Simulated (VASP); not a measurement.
Runs of VASP 6.6.1 on Bi2Se3. The structure is that of space group R-3m (No. 166), or close to it. The cells are those of the table. 

```tsv
cell	gap on the mesh (eV)	pressure (GPa)	largest force (eV/Å)
a = 10.065 Å, angles 24.3°, 5 atoms	(c)	-1.4	0.30
a = 9.774 Å, angles 24.3°, 5 atoms	(a)	4.0	0.35
a = 9.674 Å, angles 24.3°, 5 atoms	0.18	6.4	0.62
a = 9.873 Å, angles 24.3°, 5 atoms	0.23	(b)	0.16
a = 9.970 Å, angles 24.3°, 5 atoms	0.25	0.1	0.11
```

Alike in all rows: task single point; level PBE; potentials or basis VASP PAW PBE potentials, release 64 (Bi_d, Se); no spin polarisation; k mesh 6 × 6 × 6; cutoff (eV) 520; smearing gaussian 0.01 eV.

Fill in the values left out.

(a) 0.20; (b) 1.9; (c) 0.27.

Caveats: spin-orbit coupling is left out, which moves the levels of the heavy elements; the cell stands under pressure (at least some runs).

A k mesh can miss the band edges, and the runs leave out spin-orbit coupling on Bi, Se.
